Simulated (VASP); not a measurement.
Crystal: NaH2.

```
CELL_PARAMETERS angstrom
1.98596 -3.90055 0.00000
1.98596 3.90055 0.00000
0.00000 0.00000 4.46785
ATOMIC_POSITIONS crystal
Na 0.65636 0.34364 0.25000
Na 0.34364 0.65636 0.75000
H 0.14295 0.14295 0.25000
H 0.85705 0.85705 0.25000
H 0.14295 0.14295 0.75000
H 0.85705 0.85705 0.75000
```

The cell was built from a structure type or drawn by symmetry, and may not be a known phase.

```yaml
Program: VASP 6.6.1
Task: relaxation of cell and atoms
Functional: PBE
Potentials_or_basis: VASP PAW PBE potentials, release 64 (Na_pv, H)
Cutoff: 600 eV
k_mesh: 6 × 6 × 4
Occupations: gaussian, width 0.1 eV
Spin: no spin polarisation
```

At the start: pressure 3.6 GPa; volume 11.54 Å³/atom.

Problem. How do energy, volume and symmetry change on relaxing?

Solution. Over 38 steps the energy falls by 348.5 meV/atom and the volume is 17.80 Å³/atom (+54.3 %); space group Cmcm (No. 63, to 0.1 Å) before and after.

The path:
```tsv
step	energy change (eV)	largest force (eV/Å)	pressure (GPa)	volume (Å³)
1	0.0000	2.4991	3.57	69.22
2	-1.2260	1.7044	3.02	71.82
3	-1.4675	2.2992	7.36	74.27
4	-1.5540	0.4761	4.60	73.08
5	-1.5818	0.2646	5.27	73.42
6	-1.5831	0.4114	5.45	73.52
7	-1.7733	0.3307	2.96	79.13
8	-1.8733	1.0545	0.58	86.82
9	-1.9794	0.4457	0.83	91.10
10	-2.0155	0.3106	1.20	94.89
11	-2.0157	0.4192	1.25	95.37
12	-2.0433	0.3019	0.69	100.07
13	-2.0586	0.1541	0.08	106.89
14	-2.0590	0.1267	-0.02	108.21
15	-2.0607	0.1653	-0.23	107.06
16	-2.0609	0.0974	-0.16	107.35
17	-2.0636	0.0947	-0.11	106.52
18	-2.0697	0.0871	0.08	104.04
19	-2.0716	0.0616	0.51	99.17
20	-2.0726	0.0703	0.35	100.92
21	-2.0746	0.2356	0.14	100.58
22	-2.0747	0.1812	0.13	100.65
23	-2.0764	0.1643	0.16	100.59
24	-2.0805	0.1104	0.18	100.40
25	-2.0840	0.0187	0.44	100.00
26	-2.0852	0.0414	0.35	100.43
27	-2.0869	0.1724	0.11	101.71
28	-2.0876	0.1486	0.13	101.93
29	-2.0891	0.0757	0.15	102.60
30	-2.0899	0.0832	0.20	103.93
31	-2.0900	0.0420	0.19	103.57
32	-2.0902	0.0428	0.16	103.82
33	-2.0906	0.0440	0.07	104.57
34	-2.0906	0.0450	0.04	104.81
35	-2.0909	0.0427	0.05	105.10
36	-2.0910	0.0487	0.05	105.66
37	-2.0912	0.0403	0.02	105.94
38	-2.0913	0.0375	-0.08	106.81
```

Final structure:
```yaml
crystal:
  lattice:
    - [2.63370, -4.39894, 0.00000]
    - [2.63370, 4.39894, 0.00000]
    - [0.00000, 0.00000, 4.60969]
  atoms:
    - { symbol: Na, position: [0.66165, 0.33835, 0.25000] }
    - { symbol: Na, position: [0.33835, 0.66165, 0.75000] }
    - { symbol: H, position: [0.05615, 0.09147, 0.25000] }
    - { symbol: H, position: [0.90853, 0.94385, 0.25000] }
    - { symbol: H, position: [0.09147, 0.05615, 0.75000] }
    - { symbol: H, position: [0.94385, 0.90853, 0.75000] }
```

Caveat: the volume moved by over 15 % at a fixed basis, so the end points are rough.
